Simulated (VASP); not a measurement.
Runs of VASP 6.6.1 on CaOs. The structure is that of space group P4/mmm (No. 123), or close to it. The cells are those of the table. 

```csv
task,cell,k mesh,cutoff (eV),gap on the mesh (eV),pressure (GPa),relaxed volume (Å³/atom)
relaxation of cell and atoms,"relaxed from a = 2.871, b = 2.871, c = 4.640 Å, 2 atoms",20 × 20 × 12,600,none,0.0,19.07
relaxation of cell and atoms,"relaxed from a = 3.213, b = 3.213, c = 4.211 Å, 2 atoms",6 × 6 × 4,600,none,0.0,(a)
single point,"a = 2.854, b = 2.854, c = 4.673 Å, 2 atoms",20 × 20 × 12,520,none,(b),-
single point,"a = 2.871, b = 2.871, c = 4.640 Å, 2 atoms",6 × 6 × 4,520,none,-0.1,-
single point,"a = 3.213, b = 3.213, c = 4.211 Å, 2 atoms",6 × 6 × 4,520,none,-7.1,-
```

Alike in all rows: level PBE; potentials or basis VASP PAW PBE potentials, release 64 (Ca_sv, Os); no spin polarisation; smearing gaussian 0.1 eV.

**Question.** Estimate the missing entries.

**Answer.** (a) 19.14; (b) 0.1.

Caveats: some runs use coarse meshes; spin-orbit coupling is left out, which moves the levels of the heavy elements.

A k mesh can miss the band edges, and the runs leave out spin-orbit coupling on Os.

A gap of «none» marks levels without a gap at the run's occupations.
